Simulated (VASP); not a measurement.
AlAs, 2 atoms in the cell. Symmetry: F-43m, No. 216, cubic system. Conventional cell: a = 5.605 Å, b = 5.605 Å, c = 5.605 Å, α = 90.00°, β = 90.00°, γ = 90.00°. Al (site symmetry -43m) has 4 As at 2.43 Å within 3.2 Å. As (site symmetry -43m) has 4 Al at 2.43 Å within 3.2 Å. 

| Quantity | Value |
| --- | --- |
| Program | VASP 6.6.1 |
| Task | single point |
| Functional | LDA |
| Potentials or basis | VASP PAW LDA potentials, release 64 (Al, As) |
| Cutoff | 500 eV |
| k mesh | 8 × 8 × 8 |
| Occupations | gaussian, width 0.01 eV |
| Spin | no spin polarisation |
| Dipole correction | no |
| Further INCAR settings | ALGO = Normal; EDIFF = 1e-06; NBANDS = 11 |

Potentials or basis: VASP PAW LDA potentials, release 64 (Al, As).

Command:

```sh
$ cat potpaw_LDA.64/Al/POTCAR potpaw_LDA.64/As/POTCAR > POTCAR
$ mpirun -np 1 vasp_std > vasp.out
```

Hardware: 1 thread of Intel Xeon 6975P-C (shared host).

Q: How long does it take, and how much memory?

A: Run time: 12 s on 1 thread of Intel Xeon 6975P-C, on a shared host, peak memory 0.15 GiB. Counts: scf iterations 12, k points 29.
